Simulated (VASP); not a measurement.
# Sc (Im-3m) in VASP: a series of runs

The runs below take Sc through relaxation of cell and atoms, with PBEsol.

Program: VASP 6.6.1. These are calculated values, not measurements. Logs are shortened: lines on timing, memory, paths and dates and some standing lists are left out, and cuts for length are marked.

## 1. The cell of the first run

Symmetry: Im-3m, No. 229, cubic system. The conventional cell has a = 3.680 Å, b = 3.680 Å, c = 3.680 Å, α = 90.00°, β = 90.00°, γ = 90.00°. Sc (site symmetry m-3m) has 14 Sc at 3.19 to 3.68 Å within 4.2 Å.

This isn't the form of Sc at room conditions, which is hcp.

## 2. Relaxation of cell and atoms, PBEsol

Contents of INCAR:

```
  PREC = Accurate
  ENCUT = 500
  EDIFF = 1E-7
  ISMEAR = -1
  SIGMA = 0.1
  LREAL = F
  LASPH = T
  NELM = 120
  ALGO = Normal
  ISIF = 3
  LWAVE = F
  LCHARG = F
  GGA = PS
  IBRION = 2
  NSW = 80
  EDIFFG = -0.03
  GGA_COMPAT = F
  NELMIN = 4
```

Contents of KPOINTS:

```
Automatic mesh
0
Gamma
  18 18 18
```

Contents of POSCAR:

```
Sc
1.0
   -1.8400000000      1.8400000000      1.8400000000
    1.8400000000     -1.8400000000      1.8400000000
    1.8400000000      1.8400000000     -1.8400000000
Sc
1
Direct
    0.0000000000      0.0000000000      0.0000000000
```

Potentials or basis: VASP PAW PBE potentials, release 64 (Sc_sv).

Started as:

```sh
> cat potpaw_PBE.64/Sc_sv/POTCAR > POTCAR
> mpirun -np 1 vasp_std > vasp.out
```

OUTCAR:

```text
PREC = Accurate
   ENCUT = 500
   EDIFF = 1E-7
   ISMEAR = -1
   LREAL = F
   LASPH = T
   NELM = 120
   ISIF = 3
   GGA = PS
   IBRION = 2
   NSW = 80
   EDIFFG = -0.03
   NELMIN = 4

 ion  position               nearest neighbor table
   1  0.000  0.000  0.000-

  LATTYP: Found a body centered cubic cell.
 ALAT       =     3.6800000000

  Lattice vectors:

 A1 = (  -1.8400000000,   1.8400000000,   1.8400000000)
 A2 = (   1.8400000000,  -1.8400000000,   1.8400000000)
 A3 = (   1.8400000000,   1.8400000000,  -1.8400000000)

Analysis of symmetry for initial positions (statically):
=====================================================================
 Subroutine PRICEL returns:
 Original cell was already a primitive cell.

 Routine SETGRP: Setting up the symmetry group for a
 body centered cubic supercell.

 Subroutine GETGRP returns: Found 48 space group operations
 (whereof 48 operations were pure point group operations)
 out of a pool of 48 trial point group operations.

The static configuration has the point symmetry O_h .

Analysis of symmetry for dynamics (positions and initial velocities):
=====================================================================
 Subroutine PRICEL returns:
 Original cell was already a primitive cell.

 Routine SETGRP: Setting up the symmetry group for a
 body centered cubic supercell.

 Subroutine GETGRP returns: Found 48 space group operations
 (whereof 48 operations were pure point group operations)
 out of a pool of 48 trial point group operations.

The dynamic configuration has the point symmetry O_h .

 Subroutine INISYM returns: Found 48 space group operations
 (whereof 48 operations are pure point group operations),
 and found     1 'primitive' translations

----------------------------------------------------------------------------------------

                                     Primitive cell

  volume of cell :      24.9180

  direct lattice vectors                    reciprocal lattice vectors
    -1.840000000  1.840000000  1.840000000     0.000000000  0.271739130  0.271739130
     1.840000000 -1.840000000  1.840000000     0.271739130  0.000000000  0.271739130
     1.840000000  1.840000000 -1.840000000     0.271739130  0.271739130  0.000000000

  length of vectors
     3.186973486  3.186973486  3.186973486     0.384297164  0.384297164  0.384297164

  position of ions in fractional coordinates (direct lattice)
     0.000000000  0.000000000  0.000000000

  ion indices of the primitive-cell ions
   primitive index   ion index
                 1           1
[... 58 lines left out ...]
   dimension x,y,z NGXF=    48 NGYF=   48 NGZF=   48
   ions per type =               1
   NGX,Y,Z   is equivalent  to a cutoff of  12.52, 12.52, 12.52 a.u.
   NGXF,Y,Z  is equivalent  to a cutoff of  25.04, 25.04, 25.04 a.u.
 SYSTEM =  unknown system
   PREC   = accura    normal or accurate (medium, high low for compatibility)
   ISTART =      0    job   : 0-new  1-cont  2-samecut
   ICHARG =      2    charge: 1-file 2-atom 10-const
   ISPIN  =      1    spin polarized calculation?
   LNONCOLLINEAR =      F non collinear calculations
   LSORBIT =      F    spin-orbit coupling
   LASPH  =      T    aspherical Exc in radial PAW
   ENCUT  =  500.0 eV  36.75 Ry    6.06 a.u.   5.81  5.81  5.81*2*pi/ulx,y,z
   NELM   =    120;   NELMIN=  4; NELMDL= -5     # of ELM steps
   EDIFF  = 0.1E-06   stopping-criterion for ELM
   LREAL  =      F    real-space projection
   EDIFFG = -.3E-01   stopping-criterion for IOM
   NSW    =     80    number of steps for IOM
   IBRION =      2    ionic relax: 0-MD 1-quasi-New 2-CG
   NFREE  =      1    steps in history (QN), initial steepest desc. (CG)
   ISIF   =      3    stress and relaxation
   ISYM   =      2    0-nonsym 1-usesym 2-fastsym
   POTIM  = 0.5000    time-step for ionic-motion
   TEBEG  =    0.0;   TEEND  =   0.0 temperature during run
   PSTRESS=    0.0 pullay stress
   NELECT =      11.0000    total number of electrons
   NUPDOWN=      -1.0000    fix difference up-down
   EMIN   =  10.00;   EMAX   =-10.00  energy-range for DOS
   EFERMI =   0.00;   METHOD = LEGACY
   ISMEAR =    -1;   SIGMA  =   0.10  broadening in eV -4-tet -1-fermi 0-gaus
   EFERMI_NEDOS =   21; number of points for ismear=-14 and -15
   IALGO  =     38    algorithm
   IMIX   =      4    mixing-type and parameters
     AMIX     =   0.40;   BMIX     =  1.00
     AMIX_MAG =   1.60;   BMIX_MAG =  1.00
  volume/ion in A,a.u.               =      24.92       168.16
  Fermi-wavevector in a.u.,A,eV,Ry     =   1.246526  2.355592 21.141091  1.553826
  Thomas-Fermi vector in A             =   2.380699
   LORBIT       =      0    0 simple, 1 ext, 2 COOP (PROOUT), +10 PAW based schemes
   GGA     = PS    functional components
   LHFCALC =     F    Hartree Fock is set to
   AEXX    =    0.0000 exact exchange contribution
   IVDW    =     0    specifies the selected vdW correction
   LEPSILON=     F    determine dielectric tensor
   LRPA    =     F    only Hartree local field effects (RPA)
 conjugate gradient relaxation of ions
 non-spin polarized calculation
  energy-cutoff  :      500.00
  volume of cell :       24.92
 maximum number of plane-waves:       682
   NGX = 11   NGY = 11   NGZ = 11

--------------------------------------- Ionic step        1  -------------------------------------------

 number of electron      11.0000001 magnetization

 Free energy of the ion-electron system (eV)
  ---------------------------------------------------
  ext. energy  EPLUGINS =         0.00000000
  ---------------------------------------------------
  free energy    TOTEN  =        -6.52857431 eV

  energy without entropy =       -6.44719043  energy(sigma->0) =       -6.48788237

 E-fermi :   3.6171     XC(G=0):  -9.9493

 val. band max:        3.6022599987   @ k =  -0.3333  -0.3889   0.0556
 cond. band min:       3.6212131733   @ k =   0.2778   0.2778   0.0556
 fundamental gap:      0.0189531746
 Fermi energy:         3.6170530070

 k-point     1 :       0.0000    0.0000    0.0000
  band No.  band energies     occupation
      1     -45.7690      2.00000
      2     -24.2692      2.00000
      3     -24.2692      2.00000
      4     -24.2692      2.00000
      5      -1.5996      2.00000
      6       5.0523      0.00000
      7       5.0523      0.00000
      8       5.0523      0.00000
      9       6.4732      0.00000
[... 345 lines left out ...]
--------------------------------------- Ionic step        3  -------------------------------------------

 number of electron      11.0000004 magnetization

 Free energy of the ion-electron system (eV)
  ---------------------------------------------------
  ext. energy  EPLUGINS =         0.00000000
  ---------------------------------------------------
  free energy    TOTEN  =        -6.53504411 eV

  energy without entropy =       -6.45602785  energy(sigma->0) =       -6.49553598

 E-fermi :   3.8565     XC(G=0): -10.1122

 val. band max:        3.8387281411   @ k =   0.3889   0.2222   0.0000
 cond. band min:       3.8595385059   @ k =   0.2222   0.1667   0.1111
 fundamental gap:      0.0208103648
 Fermi energy:         3.8564679323

 k-point     1 :       0.0000    0.0000    0.0000
  band No.  band energies     occupation
      1     -45.4268      2.00000
      2     -23.9038      2.00000
      3     -23.9038      2.00000
      4     -23.9038      2.00000
      5      -1.4420      2.00000
      6       5.3436      0.00000
      7       5.3436      0.00000
      8       5.3436      0.00000
      9       6.8351      0.00000
[... 304 lines left out ...]
  FREE ENERGIE OF THE ION-ELECTRON SYSTEM (eV)
  ---------------------------------------------------
  free  energy   TOTEN  =        -6.5350441078 eV

  energy  without entropy=       -6.4560278466  energy(sigma->0) =       -6.49553598

 reached required accuracy - stopping structural energy minimisation
```

Wall time 24 s (1 thread of Intel Xeon 6975P-C (Granite Rapids), shared host); peak memory 0.18 GiB.

Results:

| Quantity | Value |
| --- | --- |
| Free energy | -6.5350 eV |
| Relaxed volume | 23.94 Å³/atom |
| Relaxed cell | a = 3.145 Å, b = 3.145 Å, c = 3.145 Å, α = 109.47°, β = 109.47°, γ = 109.47° |
| Space group after relaxing (to 0.1 Å) | Im-3m (No. 229) |
| Energy gained by relaxing | 6.5 meV/atom |
| Ionic steps | 3 |
| Pressure after relaxing | 0.0 GPa |
| Band gap on the k mesh | zero (an odd number of electrons rules out a gap without spin polarisation) |

The path:
| step | energy change (eV) | largest force (eV/Å) | pressure (GPa) | volume (Å³) |
| --- | --- | --- | --- | --- |
| 1 | 0.0000 | 0.0000 | -2.07 | 24.92 |
| 2 | -0.0063 | 0.0000 | 0.40 | 23.77 |
| 3 | -0.0065 | 0.0000 | 0.00 | 23.94 |

Final structure:
```
Sc
1.0
    -1.81570    1.81570    1.81570
     1.81570   -1.81570    1.81570
     1.81570    1.81570   -1.81570
Sc
1
Direct
  0.00000 0.00000 0.00000
```

Levels at points of the mesh, in eV from the Fermi level:
```csv
k point,band 2,band 3,band 4,band 5,band 6,band 7,band 8,band 9
"(0.00, 0.00, 0.00)",-27.76,-27.76,-27.76,-5.30,1.49,1.49,1.49,2.98
"(0.50, 0.00, 0.00)",-28.20,-27.90,-27.76,-1.83,0.27,0.52,2.94,3.30
"(0.50, 0.50, 0.50)",-28.07,-28.07,-28.07,-1.27,-1.27,4.02,4.02,4.02
```

Caveat: the PAW data sets were made with another functional, which shifts forces and pressure a little.

## 3. Relaxation of cell and atoms, PBEsol, target pressure 5 GPa, at which the enthalpy is minimised

Contents of INCAR:

```
SYSTEM = Sc
ALGO = Normal
EDIFF = 1E-7
EDIFFG = -0.03
ENCUT = 500
GGA = PS
GGA_COMPAT = .False.
IBRION = 2
ISIF = 3
ISMEAR = -1
LASPH = .True.
LCHARG = .False.
LREAL = .False.
LWAVE = .False.
NELM = 120
NELMIN = 4
NSW = 80
PREC = Accurate
PSTRESS = 50.0
SIGMA = 0.1
```

Contents of KPOINTS:

```
k-points
0
Gamma
  18 18 18
  0 0 0
```

POSCAR is that of step 2.

Potentials or basis: VASP PAW PBE potentials, release 64 (Sc_sv).

Started as:

```sh
> cat potpaw_PBE.64/Sc_sv/POTCAR > POTCAR
> mpirun -np 1 vasp_std > vasp.out
```

Run time: 27 s. Hardware: 1 thread of Intel Xeon 6975P-C (Granite Rapids), shared host; peak memory 0.18 GiB.

Results (log left out):

| Quantity | Value |
| --- | --- |
| Free energy | -6.5077 eV |
| Relaxed volume | 22.10 Å³/atom |
| Relaxed cell | a = 3.062 Å, b = 3.062 Å, c = 3.062 Å, α = 109.47°, β = 109.47°, γ = 109.47° |
| Space group after relaxing (to 0.1 Å) | Im-3m (No. 229) |
| Energy change on relaxing (the run minimises the enthalpy) | +20.9 meV/atom |
| Ionic steps | 3 |
| Pressure after relaxing | 5.0 GPa |
| Band gap on the k mesh | zero (an odd number of electrons rules out a gap without spin polarisation) |

The path:
| step | energy change (eV) | largest force (eV/Å) | pressure (GPa) | volume (Å³) |
| --- | --- | --- | --- | --- |
| 1 | 0.0000 | 0.0000 | -2.07 | 24.92 |
| 2 | 0.0598 | 0.0000 | 8.28 | 21.16 |
| 3 | 0.0209 | 0.0000 | 5.01 | 22.10 |

Final structure:
```
CELL_PARAMETERS angstrom
-1.76789 1.76789 1.76789
1.76789 -1.76789 1.76789
1.76789 1.76789 -1.76789
ATOMIC_POSITIONS crystal
Sc 0.00000 0.00000 0.00000
```

Levels at points of the mesh, in eV from the Fermi level:
```csv
k point,band 3,band 4,band 5,band 6,band 7,band 8
"(0.00, 0.00, 0.00)",-27.50,-27.50,-5.45,1.59,1.59,1.59
"(0.50, 0.00, 0.00)",-27.68,-27.50,-1.96,0.23,0.72,3.21
"(0.50, 0.50, 0.50)",-27.90,-27.90,-1.47,-1.47,4.41,4.41
```

Caveat: the cell is relaxed towards a set pressure, so the run minimises the enthalpy, not the energy; the PAW data sets were made with another functional, which shifts forces and pressure a little.

## 4. Relaxation of cell and atoms, PBEsol, target pressure 10 GPa, at which the enthalpy is minimised

Contents of INCAR:

```
PREC = Accurate
ENCUT = 500
EDIFF = 1E-7
ISMEAR = -1
SIGMA = 0.1
LREAL = False
LASPH = True
NELM = 120
ALGO = Normal
ISIF = 3
LWAVE = False
LCHARG = False
GGA = PS
IBRION = 2
NSW = 80
EDIFFG = -0.03
PSTRESS = 100.0
GGA_COMPAT = False
NELMIN = 4
```

Contents of KPOINTS:

```
Automatic mesh
0
Gamma
  18 18 18
```

POSCAR is that of step 3.

Started as:

```sh
> cat potpaw_PBE.64/Sc_sv/POTCAR > POTCAR
> mpirun -np 1 vasp_std > vasp.out
```

It took 27 s on 1 thread of Intel Xeon 6975P-C (Granite Rapids), shared host; peak memory 0.18 GiB.

Results (log left out):

```yaml
Free_energy: -6.4442 eV
Relaxed_volume: 20.73 Å³/atom
Relaxed_cell: a = 2.997 Å, b = 2.997 Å, c = 2.997 Å, α = 109.47°, β = 109.47°, γ = 109.47°
Space_group_after_relaxing_to_0.1_Å: Im-3m (No. 229)
Energy_change_on_relaxing_the_run_minimises_the_enthalpy: +84.4 meV/atom
Ionic_steps: 3
Pressure_after_relaxing: 10.0 GPa
Band_gap_on_the_k_mesh: zero (an odd number of electrons rules out a gap without spin polarisation)
```

Step by step:
```tsv
step	energy change (eV)	largest force (eV/Å)	pressure (GPa)	volume (Å³)
1	0.0000	0.0000	-2.07	24.92
2	0.2638	0.0000	19.54	18.74
3	0.0844	0.0000	9.98	20.73
```

Final structure:
```
CELL_PARAMETERS angstrom
-1.73043 1.73043 1.73043
1.73043 -1.73043 1.73043
1.73043 1.73043 -1.73043
ATOMIC_POSITIONS crystal
Sc 0.00000 0.00000 0.00000
```

Levels at points of the mesh, in eV from the Fermi level:
| k point | band 2 | band 3 | band 4 | band 5 | band 6 | band 7 | band 8 | band 9 |
| --- | --- | --- | --- | --- | --- | --- | --- | --- |
| (0.00, 0.00, 0.00) | -27.28 | -27.28 | -27.28 | -5.55 | 1.67 | 1.67 | 1.67 | 3.44 |
| (0.50, 0.00, 0.00) | -27.99 | -27.50 | -27.29 | -2.08 | 0.20 | 0.91 | 3.44 | 3.85 |
| (0.50, 0.50, 0.50) | -27.77 | -27.77 | -27.77 | -1.65 | -1.65 | 4.73 | 4.73 | 4.73 |

Caveat: the cell is relaxed towards a set pressure, so the run minimises the enthalpy, not the energy; the volume moved by over 15 % at a fixed basis, so the end points are rough; the PAW data sets were made with another functional, which shifts forces and pressure a little.

(Part 1 of 2 ends here.)

The gap in the log of VASP goes by the Fermi energy; the results here count the filled bands.